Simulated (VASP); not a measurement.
# WSe2 (P6_3/mmc) in VASP: notebook

The runs below take WSe2 through single point, with r2SCAN.

All numbers are computed with VASP 6.6.1; they aren't measurements. Logs are shortened: lines on timing, memory, paths and dates and some standing lists are left out, and cuts for length are marked.

### Step 1. The cell of the first run

Symmetry: P6_3/mmc, No. 194, hexagonal system. Conventional cell: a = 3.234 Å, b = 3.234 Å, c = 13.280 Å, α = 90.00°, β = 90.00°, γ = 120.00°. Within 3.3 Å of W (site symmetry -6m2) lie 6 Se at 2.52 Å and 6 W at 3.23 Å. Se (site symmetry 3m) has 3 W at 2.52 Å and 6 Se at 3.23 Å within 3.3 Å.

### Step 2. Single point, r2SCAN (epitaxial xy strain -2.0%)

The input, POSCAR:

```
WSe2
1.0
    3.2336740972      0.0000000000      0.0000000000
   -1.6168370486      2.8004439158      0.0000000000
    0.0000000000      0.0000000000     13.2801879168
W Se
2 4
Direct
    0.3333333333      0.6666666667      0.2500000000
    0.6666666667      0.3333333333      0.7500000000
    0.6666666667      0.3333333333      0.3772461960
    0.6666666667      0.3333333333      0.1227538040
    0.3333333333      0.6666666667      0.8772461960
    0.3333333333      0.6666666667      0.6227538040
```

The input, INCAR.step1:

```
ALGO = Normal
EDIFF = 1E-4
ENCUT = 520
GGA = PE
ISMEAR = 0
LASPH = T
LCHARG = F
LREAL = F
LWAVE = T
NBANDS = 35
NELM = 60
PREC = Accurate
SIGMA = 0.01
```

The input, INCAR.step2:

```
ALGO = Normal
EDIFF = 1E-6
ENCUT = 520
ISIF = 2
ISMEAR = 0
ISTART = 1
LASPH = T
LCHARG = T
LELF = T
LMIXTAU = T
LREAL = F
LVHAR = T
LWAVE = F
METAGGA = R2SCAN
NBANDS = 35
NELM = 60
PREC = Accurate
SIGMA = 0.01
```

The input, KPOINTS:

```
k-points
0
Gamma
  12 12 2
```

Potentials or basis: VASP PAW PBE potentials, release 64 (W_sv, Se).

Launch:

```
$ cat potpaw_PBE.64/W_sv/POTCAR potpaw_PBE.64/Se/POTCAR > POTCAR
$ cp INCAR.step1 INCAR
$ mpirun -np 1 vasp_std > vasp.out
$ cp INCAR.step2 INCAR
$ mpirun -np 1 vasp_std > vasp.out
```

OUTCAR:

```text
EDIFF = 1E-6
   ENCUT = 520
   ISIF = 2
   ISMEAR = 0
   ISTART = 1
   LASPH = T
   LREAL = F
   METAGGA = R2SCAN
   NELM = 60
   PREC = Accurate

 ion  position               nearest neighbor table
   1  0.333  0.667  0.250-   3 2.52   4 2.52   3 2.52   4 2.52   3 2.52   4 2.52
   2  0.667  0.333  0.750-   5 2.52   6 2.52   5 2.52   6 2.52   5 2.52   6 2.52
   3  0.667  0.333  0.377-   1 2.52   1 2.52   1 2.52
   4  0.667  0.333  0.123-   1 2.52   1 2.52   1 2.52
   5  0.333  0.667  0.877-   2 2.52   2 2.52   2 2.52
   6  0.333  0.667  0.623-   2 2.52   2 2.52   2 2.52

  LATTYP: Found a hexagonal cell.
 ALAT       =     3.2336740972
 C/A-ratio  =     4.1068417897

  Lattice vectors:

 A1 = (   3.2336740972,   0.0000000000,   0.0000000000)
 A2 = (  -1.6168370486,   2.8004439158,   0.0000000000)
 A3 = (   0.0000000000,   0.0000000000,  13.2801879168)

Analysis of symmetry for initial positions (statically):
=====================================================================
 Subroutine PRICEL returns:
 Original cell was already a primitive cell.

 Routine SETGRP: Setting up the symmetry group for a
 hexagonal supercell.

 Subroutine GETGRP returns: Found 24 space group operations
 (whereof 12 operations were pure point group operations)
 out of a pool of 24 trial point group operations.

The static configuration has the point symmetry D_3d.
 The point group associated with its full space group is D_6h.

Analysis of symmetry for dynamics (positions and initial velocities):
=====================================================================
 Subroutine PRICEL returns:
 Original cell was already a primitive cell.

 Routine SETGRP: Setting up the symmetry group for a
 hexagonal supercell.

 Subroutine GETGRP returns: Found 24 space group operations
 (whereof 12 operations were pure point group operations)
 out of a pool of 24 trial point group operations.

The dynamic configuration has the point symmetry D_3d.
 The point group associated with its full space group is D_6h.

 Subroutine INISYM returns: Found 24 space group operations
 (whereof 12 operations are pure point group operations),
 and found     1 'primitive' translations

----------------------------------------------------------------------------------------

                                     Primitive cell
[... 93 lines left out ...]
   ISPIN  =      1    spin polarized calculation?
   LNONCOLLINEAR =      F non collinear calculations
   LSORBIT =      F    spin-orbit coupling
   LASPH  =      T    aspherical Exc in radial PAW
   ENCUT  =  520.0 eV  38.22 Ry    6.18 a.u.   6.01  6.01 24.69*2*pi/ulx,y,z
   NELM   =     60;   NELMIN=  2; NELMDL=  0     # of ELM steps
   EDIFF  = 0.1E-05   stopping-criterion for ELM
   LREAL  =      F    real-space projection
   EDIFFG = 0.1E-04   stopping-criterion for IOM
   NSW    =      0    number of steps for IOM
   IBRION =     -1    ionic relax: 0-MD 1-quasi-New 2-CG
   NFREE  =      0    steps in history (QN), initial steepest desc. (CG)
   ISIF   =      2    stress and relaxation
   ISYM   =      2    0-nonsym 1-usesym 2-fastsym
   POTIM  = 0.5000    time-step for ionic-motion
   TEBEG  =    0.0;   TEEND  =   0.0 temperature during run
   PSTRESS=    0.0 pullay stress
   NELECT =      52.0000    total number of electrons
   NUPDOWN=      -1.0000    fix difference up-down
   EMIN   =  10.00;   EMAX   =-10.00  energy-range for DOS
   EFERMI =   0.00;   METHOD = LEGACY
   ISMEAR =     0;   SIGMA  =   0.01  broadening in eV -4-tet -1-fermi 0-gaus
   EFERMI_NEDOS =   21; number of points for ismear=-14 and -15
   IALGO  =     38    algorithm
   IMIX   =      4    mixing-type and parameters
     AMIX     =   0.40;   BMIX     =  1.00
     AMIX_MAG =   1.60;   BMIX_MAG =  1.00
  volume/ion in A,a.u.               =      20.04       135.26
  Fermi-wavevector in a.u.,A,eV,Ry     =   1.237942  2.339370 20.850921  1.532499
  Thomas-Fermi vector in A             =   2.372488
   LORBIT       =      0    0 simple, 1 ext, 2 COOP (PROOUT), +10 PAW based schemes
   METAGGA = R2SCAN    functional components
   LHFCALC =     F    Hartree Fock is set to
   AEXX    =    0.0000 exact exchange contribution
   IVDW    =     0    specifies the selected vdW correction
   LEPSILON=     F    determine dielectric tensor
   LRPA    =     F    only Hartree local field effects (RPA)
 non-spin polarized calculation
 Gauss-broadening in eV      SIGMA  =   0.01
  energy-cutoff  :      520.00
  volume of cell :      120.26
 maximum number of plane-waves:      3282
   NGX = 13   NGY = 13   NGZ = 49

 number of electron      52.0000005 magnetization

 Free energy of the ion-electron system (eV)
  ---------------------------------------------------
  ext. energy  EPLUGINS =         0.00000000
  ---------------------------------------------------
  free energy    TOTEN  =      -163.44537380 eV

  energy without entropy =     -163.44537380  energy(sigma->0) =     -163.44537380

 E-fermi :   6.0592     XC(G=0): -11.4358

 val. band max:        6.0004735957   @ k =   0.0000   0.0000   0.0000
 cond. band min:       7.2436605705   @ k =   0.1667   0.1667   0.0000
 fundamental gap:      1.2431869747
 Fermi energy:         6.0592351359

 k-point     1 :       0.0000    0.0000    0.0000
  band No.  band energies     occupation
      1     -70.0339      2.00000
      2     -70.0339      2.00000
      3     -33.6739      2.00000
      4     -33.6739      2.00000
      5     -33.4840      2.00000
      6     -33.4840      2.00000
[... 901 lines left out ...]
     34      10.4451      0.00000
     35      12.3879      0.00000

 [... further k-points ...]
[... 5 lines left out ...]
  --------------------------------------------------------------------------------------
  -------------------------------------------------------------------------------------
  Total        5.2173934      5.2173934      1.2428106      0.0000000      0.0000000      0.0000000
  in kB       69.5083239     69.5083239     16.5572491      0.0000000      0.0000000      0.0000000
  external PRESSURE =      51.8579656 kB  Pullay stress =       0.0000000 kB

 VOLUME and BASIS-vectors are now :
 -----------------------------------------------------------------------------
  energy-cutoff  :      520.00
  volume of cell :      120.26
      direct lattice vectors                 reciprocal lattice vectors
     3.233674097  0.000000000  0.000000000     0.309245759  0.178543122  0.000000000
    -1.616837049  2.800443916  0.000000000     0.000000000  0.357086244  0.000000000
     0.000000000  0.000000000 13.280187917     0.000000000  0.000000000  0.075300139

 POSITION                                       TOTAL-FORCE (eV/Angst)
 -----------------------------------------------------------------------------------
     -0.00000      1.86696      3.32005        -0.000000     -0.000000      0.000000
      1.61684      0.93348      9.96014         0.000000      0.000000      0.000000
      1.61684      0.93348      5.00990        -0.000000      0.000000      0.012744
      1.61684      0.93348      1.63019        -0.000000      0.000000     -0.012744
     -0.00000      1.86696     11.64999         0.000000     -0.000000      0.012744
     -0.00000      1.86696      8.27029         0.000000     -0.000000     -0.012744
 -----------------------------------------------------------------------------------
    total drift:                               -0.000000      0.000000     -0.000000

  FREE ENERGIE OF THE ION-ELECTRON SYSTEM (eV)
  ---------------------------------------------------
  free  energy   TOTEN  =      -163.4453738030 eV

  energy  without entropy=     -163.4453738030  energy(sigma->0) =     -163.44537380
```

It took 5.4 min on 1 thread of Intel Xeon 6975P-C, shared host; peak memory 0.33 GiB.

What came out:

| Item | Value |
| --- | --- |
| Free energy | -163.4454 eV |
| Pressure | 5.2 GPa |
| Largest force | 0.013 eV/Å |
| Band gap on the k mesh | 1.24 eV, indirect (least direct gap 1.89 eV) |

Forces in eV/Å, atoms in the order of the input:
```
W    0.000  0.000  0.000
W    0.000  0.000  0.000
Se   0.000  0.000  0.013
Se   0.000  0.000 -0.013
Se   0.000  0.000  0.013
Se   0.000  0.000 -0.013
```

Caveat: the cell differs from its parent crystal (epitaxial xy strain -2.0%); the PAW data sets were made with another functional, which shifts forces and pressure a little; spin-orbit coupling is left out, which moves the levels of the heavy elements.

### Step 3. Single point, r2SCAN (epitaxial xy strain -1.0%)

The input, POSCAR:

```
WSe2
1.0
    3.2666707717      0.0000000000      0.0000000000
   -1.6333353859      2.8290198741      0.0000000000
    0.0000000000      0.0000000000     13.2144444123
W Se
2 4
Direct
    0.3333333333      0.6666666667      0.2500000000
    0.6666666667      0.3333333333      0.7500000000
    0.6666666667      0.3333333333      0.3769482197
    0.6666666667      0.3333333333      0.1230517803
    0.3333333333      0.6666666667      0.8769482197
    0.3333333333      0.6666666667      0.6230517803
```

The input, INCAR.step1:

```
SYSTEM = WSe2
ALGO = Normal
EDIFF = 1E-4
ENCUT = 520
GGA = PE
ISMEAR = 0
LASPH = .TRUE.
LCHARG = .FALSE.
LREAL = .FALSE.
LWAVE = .TRUE.
NBANDS = 35
NELM = 100
PREC = Accurate
SIGMA = 0.01
```

The input, INCAR.step2:

```
SYSTEM = WSe2
ALGO = Normal
EDIFF = 1E-7
ENCUT = 520
ISIF = 2
ISMEAR = 0
ISTART = 1
LASPH = .TRUE.
LCHARG = .TRUE.
LELF = .TRUE.
LMIXTAU = .TRUE.
LREAL = .FALSE.
LVHAR = .TRUE.
LWAVE = .FALSE.
METAGGA = R2SCAN
NBANDS = 35
NELM = 100
PREC = Accurate
SIGMA = 0.01
```

The input, KPOINTS:

```
k-points
0
G
  12 12 2
  0 0 0
```

Potentials or basis: VASP PAW PBE potentials, release 64 (W_sv, Se).

Launch:

```
$ cat potpaw_PBE.64/W_sv/POTCAR potpaw_PBE.64/Se/POTCAR > POTCAR
$ cp INCAR.step1 INCAR
$ mpirun -np 1 vasp_std > vasp.out
$ cp INCAR.step2 INCAR
$ mpirun -np 1 vasp_std > vasp.out
```

OUTCAR:

```text
SYSTEM = WSe2
   EDIFF = 1E-7
   ENCUT = 520
   ISIF = 2
   ISMEAR = 0
   ISTART = 1
   LASPH = .TRUE.
   LREAL = .FALSE.
   METAGGA = R2SCAN
   NELM = 100
   PREC = Accurate

 ion  position               nearest neighbor table
   1  0.333  0.667  0.250-   3 2.52   4 2.52   3 2.52   4 2.52   3 2.52   4 2.52
   2  0.667  0.333  0.750-   5 2.52   6 2.52   5 2.52   6 2.52   5 2.52   6 2.52
   3  0.667  0.333  0.377-   1 2.52   1 2.52   1 2.52
   4  0.667  0.333  0.123-   1 2.52   1 2.52   1 2.52
   5  0.333  0.667  0.877-   2 2.52   2 2.52   2 2.52
   6  0.333  0.667  0.623-   2 2.52   2 2.52   2 2.52

  LATTYP: Found a hexagonal cell.
 ALAT       =     3.2666707717
 C/A-ratio  =     4.0452330020

  Lattice vectors:

 A1 = (   3.2666707717,   0.0000000000,   0.0000000000)
 A2 = (  -1.6333353859,   2.8290198741,   0.0000000000)
 A3 = (   0.0000000000,   0.0000000000,  13.2144444123)

Analysis of symmetry for initial positions (statically):
=====================================================================
 Subroutine PRICEL returns:
 Original cell was already a primitive cell.

 Routine SETGRP: Setting up the symmetry group for a
 hexagonal supercell.
[... 174 lines left out ...]

  energy without entropy =     -163.52489441  energy(sigma->0) =     -163.52489441

 E-fermi :   6.0761     XC(G=0): -11.3510

 val. band max:        5.9357259487   @ k =   0.0000   0.0000   0.0000
 cond. band min:       7.1343185408   @ k =   0.1667   0.1667   0.0000
 fundamental gap:      1.1985925921
 Fermi energy:         6.0761269621

 k-point     1 :       0.0000    0.0000    0.0000
  band No.  band energies     occupation
      1     -70.2419      2.00000
      2     -70.2419      2.00000
      3     -33.8564      2.00000
      4     -33.8564      2.00000
      5     -33.7040      2.00000
      6     -33.7040      2.00000
[... 901 lines left out ...]
     34      10.2121      0.00000
     35      12.1628      0.00000

 [... further k-points ...]
[... 5 lines left out ...]
  --------------------------------------------------------------------------------------
  -------------------------------------------------------------------------------------
  Total        3.2180441      3.2180441      1.2284729     -0.0000000      0.0000000     -0.0000000
  in kB       42.2194240     42.2194240     16.1170629     -0.0000000      0.0000000     -0.0000000
  external PRESSURE =      33.5186370 kB  Pullay stress =       0.0000000 kB

 VOLUME and BASIS-vectors are now :
 -----------------------------------------------------------------------------
  energy-cutoff  :      520.00
  volume of cell :      122.12
      direct lattice vectors                 reciprocal lattice vectors
     3.266670772  0.000000000  0.000000000     0.306122064  0.176739656  0.000000000
    -1.633335386  2.829019874  0.000000000     0.000000000  0.353479312  0.000000000
     0.000000000  0.000000000 13.214444412     0.000000000  0.000000000  0.075674767

 POSITION                                       TOTAL-FORCE (eV/Angst)
 -----------------------------------------------------------------------------------
     -0.00000      1.88601      3.30361         0.000000     -0.000000     -0.000000
      1.63334      0.94301      9.91083        -0.000000      0.000000     -0.000000
      1.63334      0.94301      4.98116         0.000000      0.000000      0.009285
      1.63334      0.94301      1.62606         0.000000      0.000000     -0.009285
     -0.00000      1.88601     11.58838         0.000000     -0.000000      0.009285
     -0.00000      1.88601      8.23328        -0.000000     -0.000000     -0.009285
 -----------------------------------------------------------------------------------
    total drift:                               -0.000000      0.000000     -0.000000

  FREE ENERGIE OF THE ION-ELECTRON SYSTEM (eV)
  ---------------------------------------------------
  free  energy   TOTEN  =      -163.5248944131 eV

  energy  without entropy=     -163.5248944131  energy(sigma->0) =     -163.52489441
```

OSZICAR.step1:

```text
N       E                     dE             d eps       ncg     rms          rms(c)
DAV:   1     0.503874353502E+03    0.50387E+03   -0.27859E+04  2948   0.145E+03
DAV:   2    -0.138372157330E+02   -0.51771E+03   -0.50029E+03  3146   0.392E+02
DAV:   3    -0.443124698741E+02   -0.30475E+02   -0.29956E+02  3253   0.898E+01
DAV:   4    -0.449740548228E+02   -0.66158E+00   -0.65762E+00  3231   0.136E+01
DAV:   5    -0.449829596072E+02   -0.89048E-02   -0.88998E-02  3187   0.169E+00    0.305E+01
DAV:   6    -0.435023086708E+02    0.14807E+01   -0.55835E+00  2966   0.157E+01    0.110E+01
DAV:   7    -0.432890566052E+02    0.21325E+00   -0.27241E+00  2829   0.785E+00    0.565E+00
DAV:   8    -0.431171618589E+02    0.17189E+00   -0.38073E-01  2941   0.424E+00    0.128E+00
DAV:   9    -0.431202759153E+02   -0.31141E-02   -0.59507E-02  3172   0.117E+00    0.926E-01
DAV:  10    -0.431186321490E+02    0.16438E-02   -0.13420E-02  2952   0.780E-01    0.134E-01
DAV:  11    -0.431186329521E+02   -0.80313E-06   -0.16969E-03  2903   0.266E-01    0.183E-01
DAV:  12    -0.431185928756E+02    0.40076E-04   -0.61639E-05  1645   0.522E-02
   1 F= -.43118593E+02 E0= -.43118593E+02  d E =-.344613-155
```

Run time: 6 min. Hardware: 1 thread of Intel Xeon 6975P-C, shared host; peak memory 0.33 GiB.

What came out:

- Free energy: -163.5249 eV
- Pressure: 3.4 GPa
- Largest force: 0.009 eV/Å
- Band gap on the k mesh: 1.20 eV, indirect (least direct gap 1.75 eV)

Forces on the atoms (eV/Å):
```
W    0.000  0.000  0.000
W    0.000  0.000  0.000
Se   0.000  0.000  0.009
Se   0.000  0.000 -0.009
Se   0.000  0.000  0.009
Se   0.000  0.000 -0.009
```

Caveat: the cell differs from its parent crystal (epitaxial xy strain -1.0%); the PAW data sets were made with another functional, which shifts forces and pressure a little; spin-orbit coupling is left out, which moves the levels of the heavy elements. A k mesh can miss the band edges.

(Continued in part 2 of 2.)
